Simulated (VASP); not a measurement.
# MgS (F-43m) in VASP: single point with LDA

Aim: the single point of MgS with LDA.

All numbers are computed with VASP 6.6.1; they aren't measurements. Logs are shortened: lines on timing, memory, paths and dates and some standing lists are left out, and cuts for length are marked.

**1. The cell of the first run**

The structure is cubic, space group F-43m (No. 216). Conventional cell: a = 5.594 Å, b = 5.594 Å, c = 5.594 Å, α = 90.00°, β = 90.00°, γ = 90.00°. Within 3.2 Å of Mg (site symmetry -43m) lie 4 S at 2.42 Å. S (site symmetry -43m) has 4 Mg at 2.42 Å within 3.2 Å.

**2. Single point, LDA**

Input file INCAR:

```
PREC = Accurate
ENCUT = 600
EDIFF = 1E-6
ISMEAR = 0
SIGMA = 0.02
LREAL = F
LASPH = T
NELM = 120
ALGO = Normal
ISIF = 2
LWAVE = F
LCHARG = F
NBANDS = 11
GGA_COMPAT = F
```

Input file KPOINTS:

```
Automatic mesh
0
Gamma
  8 8 8
```

Input file POSCAR:

```
MgS
1.0
    0.0000000000      2.7969341655      2.7969341655
    2.7969341655      0.0000000000      2.7969341655
    2.7969341655      2.7969341655      0.0000000000
Mg S
1 1
Direct
    0.0000000000      0.0000000000      0.0000000000
    0.2500000000      0.2500000000      0.2500000000
```

Potentials or basis: VASP PAW LDA potentials, release 64 (Mg, S).

Started as:

```console
$ cat potpaw_LDA.64/Mg/POTCAR potpaw_LDA.64/S/POTCAR > POTCAR
$ mpirun -np 1 vasp_std > vasp.out
```

OUTCAR:

```text
PREC = Accurate
   ENCUT = 600
   EDIFF = 1E-6
   ISMEAR = 0
   LREAL = F
   LASPH = T
   NELM = 120
   ISIF = 2

 ion  position               nearest neighbor table
   1  0.000  0.000  0.000-   2 2.42   2 2.42   2 2.42   2 2.42
   2  0.250  0.250  0.250-   1 2.42   1 2.42   1 2.42   1 2.42

  LATTYP: Found a face centered cubic cell.
 ALAT       =     5.5938683310

  Lattice vectors:

 A1 = (   0.0000000000,   2.7969341655,   2.7969341655)
 A2 = (   2.7969341655,   0.0000000000,   2.7969341655)
 A3 = (   2.7969341655,   2.7969341655,   0.0000000000)

Analysis of symmetry for initial positions (statically):
=====================================================================
 Subroutine PRICEL returns:
 Original cell was already a primitive cell.

 Routine SETGRP: Setting up the symmetry group for a
 face centered cubic supercell.

 Subroutine GETGRP returns: Found 24 space group operations
 (whereof 24 operations were pure point group operations)
 out of a pool of 48 trial point group operations.

The static configuration has the point symmetry T_d .

Analysis of symmetry for dynamics (positions and initial velocities):
=====================================================================
 Subroutine PRICEL returns:
 Original cell was already a primitive cell.

 Routine SETGRP: Setting up the symmetry group for a
 face centered cubic supercell.

 Subroutine GETGRP returns: Found 24 space group operations
 (whereof 24 operations were pure point group operations)
 out of a pool of 48 trial point group operations.

The dynamic configuration has the point symmetry T_d .

 Subroutine INISYM returns: Found 24 space group operations
 (whereof 24 operations are pure point group operations),
 and found     1 'primitive' translations

----------------------------------------------------------------------------------------

                                     Primitive cell

  volume of cell :      43.7599

  direct lattice vectors                    reciprocal lattice vectors
     0.000000000  2.796934166  2.796934166    -0.178767168  0.178767168  0.178767168
     2.796934166  0.000000000  2.796934166     0.178767168 -0.178767168  0.178767168
     2.796934166  2.796934166  0.000000000     0.178767168  0.178767168 -0.178767168

  length of vectors
     3.955462230  3.955462230  3.955462230     0.309633818  0.309633818  0.309633818

  position of ions in fractional coordinates (direct lattice)
[... 79 lines left out ...]
   EDIFF  = 0.1E-05   stopping-criterion for ELM
   LREAL  =      F    real-space projection
   EDIFFG = 0.1E-04   stopping-criterion for IOM
   NSW    =      0    number of steps for IOM
   IBRION =     -1    ionic relax: 0-MD 1-quasi-New 2-CG
   NFREE  =      0    steps in history (QN), initial steepest desc. (CG)
   ISIF   =      2    stress and relaxation
   ISYM   =      2    0-nonsym 1-usesym 2-fastsym
   POTIM  = 0.5000    time-step for ionic-motion
   TEBEG  =    0.0;   TEEND  =   0.0 temperature during run
   PSTRESS=    0.0 pullay stress
   NELECT =       8.0000    total number of electrons
   NUPDOWN=      -1.0000    fix difference up-down
   EMIN   =  10.00;   EMAX   =-10.00  energy-range for DOS
   EFERMI =   0.00;   METHOD = LEGACY
   ISMEAR =     0;   SIGMA  =   0.02  broadening in eV -4-tet -1-fermi 0-gaus
   EFERMI_NEDOS =   21; number of points for ismear=-14 and -15
   IALGO  =     38    algorithm
   IMIX   =      4    mixing-type and parameters
     AMIX     =   0.40;   BMIX     =  1.00
     AMIX_MAG =   1.60;   BMIX_MAG =  1.00
  volume/ion in A,a.u.               =      21.88       147.65
  Fermi-wavevector in a.u.,A,eV,Ry     =   0.929136  1.755812 11.745822  0.863294
  Thomas-Fermi vector in A             =   2.055387
   LORBIT       =      0    0 simple, 1 ext, 2 COOP (PROOUT), +10 PAW based schemes
   GGA     = CA    functional components
   LHFCALC =     F    Hartree Fock is set to
   AEXX    =    0.0000 exact exchange contribution
   IVDW    =     0    specifies the selected vdW correction
   LEPSILON=     F    determine dielectric tensor
   LRPA    =     F    only Hartree local field effects (RPA)
 non-spin polarized calculation
 Gauss-broadening in eV      SIGMA  =   0.02
  energy-cutoff  :      600.00
  volume of cell :       43.76
 maximum number of plane-waves:      1476
   NGX = 15   NGY = 15   NGZ = 15

 number of electron       7.9999999 magnetization

 Free energy of the ion-electron system (eV)
  ---------------------------------------------------
  ext. energy  EPLUGINS =         0.00000000
  ---------------------------------------------------
  free energy    TOTEN  =        -9.39389684 eV

  energy without entropy =       -9.39389684  energy(sigma->0) =       -9.39389684

 E-fermi :   1.2784     XC(G=0):  -8.8999

 val. band max:        1.1267717897   @ k =   0.0000   0.0000   0.0000
 cond. band min:       4.5036374971   @ k =   0.0000   0.0000   0.0000
 fundamental gap:      3.3768657074
 Fermi energy:         1.2784392824

 k-point     1 :       0.0000    0.0000    0.0000
  band No.  band energies     occupation
      1     -10.2347      2.00000
      2       1.1268      2.00000
      3       1.1268      2.00000
      4       1.1268      2.00000
      5       4.5036      0.00000
      6       8.9861      0.00000
      7       8.9861      0.00000
      8       8.9861      0.00000
      9      11.9431      0.00000
     10      11.9431      0.00000
     11      14.7805      0.00000
[... 309 lines left out ...]
 k-point    24 :      -0.3750    0.2500    0.1250
  band No.  band energies     occupation
      1      -9.3528      2.00000
      2      -1.8354      2.00000
      3      -0.2642      2.00000
      4       0.4329      2.00000
      5       7.0339      0.00000
      6       7.5270      0.00000
      7       9.8701      0.00000
      8       9.9054      0.00000
      9      12.5180      0.00000
     10      13.9614      0.00000
     11      15.4397      0.00000

 [... further k-points ...]
[... 5 lines left out ...]
  --------------------------------------------------------------------------------------
  -------------------------------------------------------------------------------------
  Total       -0.0886250     -0.0886250     -0.0886250     -0.0000000      0.0000000      0.0000000
  in kB       -3.2448154     -3.2448154     -3.2448154     -0.0000000      0.0000000      0.0000000
  external PRESSURE =      -3.2448154 kB  Pullay stress =       0.0000000 kB

 VOLUME and BASIS-vectors are now :
 -----------------------------------------------------------------------------
  energy-cutoff  :      600.00
  volume of cell :       43.76
      direct lattice vectors                 reciprocal lattice vectors
     0.000000000  2.796934166  2.796934166    -0.178767168  0.178767168  0.178767168
     2.796934166  0.000000000  2.796934166     0.178767168 -0.178767168  0.178767168
     2.796934166  2.796934166  0.000000000     0.178767168  0.178767168 -0.178767168

 POSITION                                       TOTAL-FORCE (eV/Angst)
 -----------------------------------------------------------------------------------
      0.00000      0.00000      0.00000        -0.000000     -0.000000     -0.000000
      1.39847      1.39847      1.39847         0.000000      0.000000      0.000000
 -----------------------------------------------------------------------------------
    total drift:                                0.000000      0.000000      0.000000

  FREE ENERGIE OF THE ION-ELECTRON SYSTEM (eV)
  ---------------------------------------------------
  free  energy   TOTEN  =        -9.3938968420 eV

  energy  without entropy=       -9.3938968420  energy(sigma->0) =       -9.39389684
```

OSZICAR:

```text
N       E                     dE             d eps       ncg     rms          rms(c)
DAV:   1     0.256371484398E+02    0.25637E+02   -0.36549E+03   638   0.650E+02
DAV:   2    -0.779857793255E+01   -0.33436E+02   -0.31886E+02   750   0.106E+02
DAV:   3    -0.993582049005E+01   -0.21372E+01   -0.21333E+01   816   0.287E+01
DAV:   4    -0.995218964589E+01   -0.16369E-01   -0.16367E-01   770   0.296E+00
DAV:   5    -0.995237810693E+01   -0.18846E-03   -0.18846E-03   818   0.317E-01    0.413E+00
DAV:   6    -0.945126972842E+01    0.50111E+00   -0.12385E+00   704   0.408E+00    0.310E+00
DAV:   7    -0.939876876970E+01    0.52501E-01   -0.23383E-01   762   0.189E+00    0.230E+00
DAV:   8    -0.939483829626E+01    0.39305E-02   -0.14305E-02   728   0.695E-01    0.121E+00
DAV:   9    -0.939387650617E+01    0.96179E-03   -0.21903E-03   743   0.231E-01    0.364E-01
DAV:  10    -0.939389666063E+01   -0.20154E-04   -0.64540E-05   758   0.435E-02    0.127E-01
DAV:  11    -0.939389688576E+01   -0.22512E-06   -0.33385E-05   746   0.252E-02    0.427E-02
DAV:  12    -0.939389684204E+01    0.43722E-07   -0.80196E-07   484   0.498E-03
   1 F= -.93938968E+01 E0= -.93938968E+01  d E =-.699914E-29
```

stdout:

```text
POSCAR found type information on POSCAR MgS
 POSCAR found :  2 types and       2 ions
 scaLAPACK will be used
 LDA part: xc-table for (Slater(with rela. corr.)+CA(PZ))
 , standard interpolation
 POSCAR, INCAR and KPOINTS ok, starting setup
 FFT: planning ... GRIDC
 FFT: planning ... GRID_SOFT
 FFT: planning ... GRID
 WAVECAR not read
 entering main loop
```

Wall time 11 s (1 thread of Intel Xeon 8259CL, shared host); peak memory 0.16 GiB.

What came out:

| Quantity | Value |
| --- | --- |
| Free energy | -9.3939 eV |
| Pressure | -0.3 GPa |
| Band gap on the k mesh | 3.38 eV |

Levels at points of the mesh, in eV from the valence-band top:
```tsv
k point	band 1	band 2	band 3	band 4	band 5	band 6	band 7	band 8
(0.00, 0.00, 0.00)	-11.36	0.00	0.00	0.00	3.38	7.86	7.86	7.86
(0.50, 0.00, 0.00)	-10.60	-3.34	-0.35	-0.35	5.00	7.51	7.51	8.54
(0.50, 0.50, 0.00)	-10.36	-2.99	-1.10	-1.10	3.63	5.48	11.24	12.30
```

A k mesh can miss the band edges.
